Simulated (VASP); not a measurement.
Runs of VASP 6.6.1 on La2O3. The structure is that of space group P6/mmm (No. 191), or close to it. The cells are those of the table. 

| cell | gap on the mesh (eV) | pressure (GPa) | largest force (eV/Å) |
| --- | --- | --- | --- |
| a = 6.410, b = 6.410, c = 3.375 Å, angles 90.0, 90.0, 120.0°, 5 atoms | 1.70 | (a) | 0.10 |
| a = 6.288, b = 6.288, c = 3.311 Å, angles 90.0, 90.0, 120.0°, 5 atoms | 1.43 | -4.2 | 0.08 |
| a = 6.349, b = 6.349, c = 3.343 Å, angles 90.0, 90.0, 120.0°, 5 atoms | (b) | -6.6 | 0.09 |
| a = 6.161, b = 6.161, c = 3.244 Å, angles 90.0, 90.0, 120.0°, 5 atoms | 1.09 | 2.1 | 0.05 |
| a = 6.225, b = 6.225, c = 3.278 Å, angles 90.0, 90.0, 120.0°, 5 atoms | 1.27 | -1.3 | 0.06 |

Alike in all rows: task single point; level LDA; potentials or basis VASP PAW LDA potentials, release 64 (La, O); no spin polarisation; k mesh 6 × 6 × 6; cutoff (eV) 520; smearing gaussian 0.01 eV.

Fill in the values left out.

(a) -8.7; (b) 1.58.

Caveats: spin-orbit coupling is left out, which moves the levels of the heavy elements; the stress differs along the axes, from -14 to -6 GPa (at least some runs); the stress differs along the axes, from -8 to -2 GPa (at least some runs); the stress differs along the axes, from -11 to -4 GPa (at least some runs).

A k mesh can miss the band edges, and the runs leave out spin-orbit coupling on La.
